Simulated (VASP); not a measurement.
Crystal: SnH2.

```
CELL_PARAMETERS angstrom
0.00000 2.17944 2.17944
2.17944 0.00000 2.17944
2.17944 2.17944 0.00000
ATOMIC_POSITIONS crystal
Sn 0.00000 0.00000 0.00000
H 0.75000 0.75000 0.75000
H 0.25000 0.25000 0.25000
```

```yaml
Program: VASP 6.6.1
Task: relaxation of cell and atoms
Functional: PBE
Potentials_or_basis: VASP PAW PBE potentials, release 64 (Sn_d, H)
Cutoff: 600 eV
k_mesh: 8 × 8 × 8
Occupations: gaussian, width 0.1 eV
Spin: no spin polarisation
```

At the start: pressure 104.3 GPa; volume 6.90 Å³/atom.

Task: How do energy, volume and symmetry change on relaxing?

Result: Over 3 steps the energy falls by 1120.7 meV/atom and the volume is 12.56 Å³/atom (+81.9 %); space group Fm-3m (No. 225, to 0.05 Å).

Step by step:
| step | energy change (eV) | largest force (eV/Å) | pressure (GPa) | volume (Å³) |
| --- | --- | --- | --- | --- |
| 1 | 0.0000 | 0.0000 | 104.29 | 20.70 |
| 2 | -3.3604 | 0.0000 | 1.07 | 37.29 |
| 3 | -3.3622 | 0.0000 | 0.44 | 37.67 |

Final structure:
```xyz
3
Lattice="0.0000 2.6607 2.6607 2.6607 0.0000 2.6607 2.6607 2.6607 0.0000" Properties=species:S:1:pos:R:3 pbc="T T T"
Sn    0.0000    0.0000    0.0000
H     3.9910    3.9910    3.9910
H     1.3303    1.3303    1.3303
```

Caveat: the volume moved by over 15 % at a fixed basis, so the end points are rough.
